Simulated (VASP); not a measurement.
# W (Fm-3m) in VASP: notebook, part 2 of 2

VASP 6.6.1.

## (3) Relaxation of cell and atoms, PBEsol+D4

Input file INCAR:

```
SYSTEM = W
PREC = Accurate
ENCUT = 600
EDIFF = 1E-6
ISMEAR = -1
SIGMA = 0.05
LREAL = .False.
LASPH = .True.
NELM = 80
ALGO = Normal
ISIF = 3
LWAVE = .False.
LCHARG = .False.
GGA = PS
IVDW = 13
IBRION = 2
NSW = 60
EDIFFG = -0.01
```

Input file KPOINTS:

```
Automatic mesh
0
Gamma
  11 11 11
  0 0 0
```

Input file POSCAR:

```
W
1.0
    0.0000000000      2.0300000000      2.0300000000
    2.0300000000      0.0000000000      2.0300000000
    2.0300000000      2.0300000000      0.0000000000
W
1
Direct
    0.0000000000      0.0000000000      0.0000000000
```

Potentials or basis: VASP PAW PBE potentials, release 64 (W_sv).

Started as:

```console
$ cat potpaw_PBE.64/W_sv/POTCAR > POTCAR
$ mpirun -np 1 vasp_std > vasp.out
```

Run time: 29 s. Hardware: 1 thread of Intel Xeon 6975P-C, shared host; peak memory 0.16 GiB.

Results (log left out):

- Free energy: -13.7419 eV
- Relaxed volume: 15.83 Å³/atom
- Relaxed cell: a = 2.819 Å, b = 2.819 Å, c = 2.819 Å, α = 60.00°, β = 60.00°, γ = 60.00°
- Space group after relaxing (to 0.05 Å): Fm-3m (No. 225)
- Energy gained by relaxing: 46.2 meV/atom
- Ionic steps: 5
- Pressure after relaxing: 0.1 GPa
- Band gap on the k mesh: zero (band 7 reaches 13.69 eV, above the bottom of band 8 at 10.20 eV)
- Dispersion energy per atom: -0.421 eV

Step by step:
| step | energy change (eV) | largest force (eV/Å) | pressure (GPa) | volume (Å³) |
| --- | --- | --- | --- | --- |
| 1 | 0.0000 | 0.0000 | -15.79 | 16.73 |
| 2 | 0.6252 | 0.0000 | 89.84 | 13.05 |
| 3 | -0.0458 | 0.0000 | -1.59 | 15.92 |
| 4 | -0.0461 | 0.0000 | -0.28 | 15.85 |
| 5 | -0.0462 | 0.0000 | 0.08 | 15.83 |

Final structure:
```xyz
1
Lattice="0.0000 1.9931 1.9931 1.9931 0.0000 1.9931 1.9931 1.9931 0.0000" Properties=species:S:1:pos:R:3 pbc="T T T"
W     0.0000    0.0000    0.0000
```

Levels at points of the mesh, in eV from the Fermi level:
```tsv
k point	band 3	band 4	band 5	band 6	band 7	band 8	band 9	band 10	band 11
(0.00, 0.00, 0.00)	-37.12	-37.12	-9.16	-0.58	-0.58	-0.58	2.70	2.70	12.91
```

Caveat: the PAW data sets were made with another functional, which shifts forces and pressure a little; spin-orbit coupling is left out, which moves the levels of the heavy elements; pairwise dispersion overbinds metals, which lowers pressure and volume.

## (4) Relaxation of cell and atoms, RPBE+D3(BJ)

Input file INCAR:

```
SYSTEM = W
PREC = Accurate ; ENCUT = 600
EDIFF = 1E-7 ; ISMEAR = -1
SIGMA = 0.05 ; LREAL = .False.
LASPH = .True. ; NELM = 80
ALGO = Normal ; ISIF = 3
LWAVE = .False. ; LCHARG = .False.
GGA = RP ; IVDW = 12
IBRION = 2 ; NSW = 60
EDIFFG = -0.01
```

KPOINTS is that of step 3.

POSCAR is that of step 3.

Potentials or basis: VASP PAW PBE potentials, release 64 (W_sv).

Started as:

```console
$ cat potpaw_PBE.64/W_sv/POTCAR > POTCAR
$ mpirun -np 1 vasp_std > vasp.out
```

OUTCAR:

```text
SYSTEM = W
   PREC = Accurate
   ENCUT = 600
   EDIFF = 1E-7
   ISMEAR = -1
   LREAL = .False.
   LASPH = .True.
   NELM = 80
   ISIF = 3
   GGA = RP
   IVDW = 12
   IBRION = 2
   NSW = 60
   EDIFFG = -0.01
 IVDW          = 12

 ion  position               nearest neighbor table
   1  0.000  0.000  0.000-

  LATTYP: Found a face centered cubic cell.
 ALAT       =     4.0600000000

  Lattice vectors:

 A1 = (   0.0000000000,   2.0300000000,   2.0300000000)
 A2 = (   2.0300000000,   0.0000000000,   2.0300000000)
 A3 = (   2.0300000000,   2.0300000000,   0.0000000000)

Analysis of symmetry for initial positions (statically):
=====================================================================
 Subroutine PRICEL returns:
 Original cell was already a primitive cell.
[... 327 lines left out ...]
  ---------------------------------------------------
  ext. energy  EPLUGINS =         0.00000000
  ---------------------------------------------------
  free energy    TOTEN  =       -11.58724689 eV

  energy without entropy =      -11.57862885  energy(sigma->0) =      -11.58293787

 E-fermi :  12.3920     XC(G=0): -14.1300

 val. band max:       12.3863894660   @ k =   0.1818   0.0909   0.0000
 cond. band min:      12.3931152172   @ k =   0.4545   0.0909   0.0000
 fundamental gap:      0.0067257512
 Fermi energy:        12.3920265616

 k-point     1 :       0.0000    0.0000    0.0000
  band No.  band energies     occupation
      1     -61.0393      2.00000
      2     -24.4519      2.00000
      3     -24.4519      2.00000
      4     -24.4519      2.00000
      5       2.8013      2.00000
      6      11.7052      2.00000
      7      11.7052      2.00000
      8      11.7052      2.00000
      9      15.4669      0.00000
     10      15.4669      0.00000
     11      25.3379      0.00000
[... 309 lines left out ...]
 k-point    24 :      -0.1818    0.1818    0.0000
  band No.  band energies     occupation
      1     -60.9139      2.00000
      2     -25.4457      2.00000
      3     -24.8675      2.00000
      4     -24.5664      2.00000
      5       6.3775      2.00000
      6       9.9454      2.00000
      7      11.5791      2.00000
      8      13.4563      0.00000
      9      13.5488      0.00000
     10      17.8282      0.00000
     11      27.7883      0.00000

 [... further k-points ...]

------------------------ aborting loop because EDIFF is reached ----------------------------------------

 Edisp (eV)   -5.24896

 E8    (eV) :    -3.8564
[... 24 lines left out ...]
  FREE ENERGIE OF THE ION-ELECTRON SYSTEM (eV)
  ---------------------------------------------------
  free  energy   TOTEN  =       -16.8362026498 eV

  energy  without entropy=      -16.8275846092  energy(sigma->0) =      -16.83189363

 reached required accuracy - stopping structural energy minimisation
```

OSZICAR:

```text
N       E                     dE             d eps       ncg     rms          rms(c)
DAV:   1     0.817587530284E+02    0.81759E+02   -0.86780E+03  1240   0.158E+03
DAV:   2    -0.107821474168E+02   -0.92541E+02   -0.90240E+02  1346   0.351E+02
DAV:   3    -0.125245359681E+02   -0.17424E+01   -0.17079E+01  1361   0.459E+01
DAV:   4    -0.125356286620E+02   -0.11093E-01   -0.11091E-01  1334   0.403E+00
[... 49 lines left out ...]
DAV:   4    -0.115872556194E+02   -0.10748E-03   -0.25692E-04  1274   0.219E-01    0.574E-02
DAV:   5    -0.115872481363E+02    0.74831E-05   -0.24016E-05  1316   0.676E-02    0.578E-03
DAV:   6    -0.115872466754E+02    0.14609E-05   -0.34566E-07  1279   0.914E-03    0.156E-03
DAV:   7    -0.115872468548E+02   -0.17933E-06   -0.18881E-08   640   0.188E-03    0.110E-04
DAV:   8    -0.115872468908E+02   -0.36045E-07   -0.13959E-09   616   0.604E-04
   5 F= -.16836203E+02 E0= -.16831894E+02  d E =-.361830E+00
```

CONTCAR:

```text
W
   1.00000000000000
     0.0000000000000000    1.9315094048357238    1.9315094048357238
     1.9315094048357238    0.0000000000000000    1.9315094048357238
     1.9315094048357238    1.9315094048357238    0.0000000000000000
  W
     1
Direct
     0.0000000000000000    0.0000000000000000    0.0000000000000000

  0.00000000E+00  0.00000000E+00  0.00000000E+00
```

Wall time 36 s (1 thread of Intel Xeon 6975P-C, shared host); peak memory 0.17 GiB.

Results:

| Quantity | Value |
| --- | --- |
| Free energy | -16.8362 eV |
| Relaxed volume | 14.41 Å³/atom |
| Relaxed cell | a = 2.732 Å, b = 2.732 Å, c = 2.732 Å, α = 60.00°, β = 60.00°, γ = 60.00° |
| Space group after relaxing (to 0.05 Å) | Fm-3m (No. 225) |
| Energy gained by relaxing | 361.8 meV/atom |
| Ionic steps | 5 |
| Pressure after relaxing | 0.0 GPa |
| Band gap on the k mesh | zero (band 7 reaches 15.91 eV, above the bottom of band 8 at 11.71 eV) |
| Dispersion energy per atom | -5.249 eV |

Step by step:
| step | energy change (eV) | largest force (eV/Å) | pressure (GPa) | volume (Å³) |
| --- | --- | --- | --- | --- |
| 1 | 0.0000 | 0.0000 | -44.57 | 16.73 |
| 2 | 8.7440 | 0.0000 | 747.39 | 7.80 |
| 3 | -0.3470 | 0.0000 | -10.80 | 14.84 |
| 4 | -0.3585 | 0.0000 | -5.23 | 14.62 |
| 5 | -0.3618 | 0.0000 | 0.02 | 14.41 |

Final structure:
```
CELL_PARAMETERS angstrom
0.00000 1.93151 1.93151
1.93151 0.00000 1.93151
1.93151 1.93151 0.00000
ATOMIC_POSITIONS crystal
W 0.00000 0.00000 0.00000
```

Caveat: the PAW data sets were made with another functional, which shifts forces and pressure a little; spin-orbit coupling is left out, which moves the levels of the heavy elements; the volume moved by -14 % from the deposited cell, more than functionals usually miss; pairwise dispersion overbinds metals, which lowers pressure and volume.

## (5) Relaxation of cell and atoms, RPBE+D4

Input file INCAR:

```
ALGO     = Normal         # electronic algorithm
EDIFF    = 1E-6           # SCF threshold, eV
EDIFFG   = -0.01          # ionic threshold
ENCUT    = 600            # plane-wave cutoff, eV
GGA      = RP             # functional
IBRION   = 2              # ionic algorithm
ISIF     = 3              # what is computed and relaxed
ISMEAR   = -1             # smearing method
IVDW     = 13             # dispersion correction
LASPH    = True           # aspherical terms in the spheres
LCHARG   = False          # write CHGCAR
LREAL    = False          # projectors in reciprocal space
LWAVE    = False          # write WAVECAR
NELM     = 80             # most SCF steps
NSW      = 60             # ionic steps
PREC     = Accurate       # precision mode
SIGMA    = 0.05           # smearing width, eV
```

Input file KPOINTS:

```
k-points
0
Gamma
  11 11 11
```

POSCAR is that of step 4.

Started as:

```console
$ cat potpaw_PBE.64/W_sv/POTCAR > POTCAR
$ mpirun -np 1 vasp_std > vasp.out
```

Run time: 36 s. Hardware: 1 thread of Intel Xeon 6975P-C, shared host; peak memory 0.15 GiB.

The run converged. Its results:

| Property | Result |
| --- | --- |
| Free energy | -13.1189 eV |
| Relaxed volume | 16.05 Å³/atom |
| Relaxed cell | a = 2.832 Å, b = 2.832 Å, c = 2.832 Å, α = 60.00°, β = 60.00°, γ = 60.00° |
| Space group after relaxing (to 0.05 Å) | Fm-3m (No. 225) |
| Energy gained by relaxing | 25.8 meV/atom |
| Ionic steps | 7 |
| Pressure after relaxing | 0.0 GPa |
| Band gap on the k mesh | zero (band 7 reaches 13.64 eV, above the bottom of band 8 at 10.30 eV) |
| Dispersion energy per atom | -1.204 eV |

The path:
```
step  energy change (eV)  largest force (eV/Å)  pressure (GPa)  volume (Å³)
   1              0.0000                0.0000          -11.74        16.73
   2              0.3173                0.0000           57.79        13.93
   3             -0.0256                0.0000           -0.96        16.10
   4             -0.0258                0.0000           -0.13        16.06
   5             -0.0258                0.0000            0.14        16.05
   6             -0.0257                0.0000           -0.38        16.07
   7             -0.0258                0.0000           -0.01        16.05
```

Final structure:
```cif
data_structure
_symmetry_space_group_name_H-M 'P 1'
_symmetry_Int_Tables_number 1
_cell_length_a 2.8316
_cell_length_b 2.8316
_cell_length_c 2.8316
_cell_angle_alpha 60.000
_cell_angle_beta 60.000
_cell_angle_gamma 60.000
_cell_volume 16.05
loop_
_atom_site_label
_atom_site_type_symbol
_atom_site_fract_x
_atom_site_fract_y
_atom_site_fract_z
_atom_site_occupancy
W1 W 0.00000 0.00000 0.00000 1
```

Levels at points of the mesh, in eV from the Fermi level:
```csv
k point,band 3,band 4,band 5,band 6,band 7,band 8,band 9,band 10,band 11
"(0.00, 0.00, 0.00)",-37.26,-37.26,-9.10,-0.57,-0.57,-0.57,2.66,2.66,12.78
```

Caveat: the PAW data sets were made with another functional, which shifts forces and pressure a little; spin-orbit coupling is left out, which moves the levels of the heavy elements; pairwise dispersion overbinds metals, which lowers pressure and volume.

## (6) The runs side by side

```tsv
level	gap on the mesh (eV)	pressure (GPa)	relaxed volume (Å³/atom)
BLYP+D3(BJ)	none	0.0	16.16
PBEsol+D4	none	0.1	15.83
RPBE+D3(BJ)	none	0.0	14.41
RPBE+D4	none	0.0	16.05
```

Alike in all rows: task relaxation of cell and atoms; potentials or basis VASP PAW PBE potentials, release 64 (W_sv); no spin polarisation; cell relaxed; k mesh 11 × 11 × 11; cutoff (eV) 600; smearing fermi-dirac 0.05 eV.

Caveats: the PAW data sets were made with another functional, which shifts forces and pressure a little; spin-orbit coupling is left out, which moves the levels of the heavy elements; pairwise dispersion overbinds metals, which lowers pressure and volume; the volume moved by -14 % from the deposited cell, more than functionals usually miss (some runs).

Absolute energies hang on the potentials; compare differences alone.
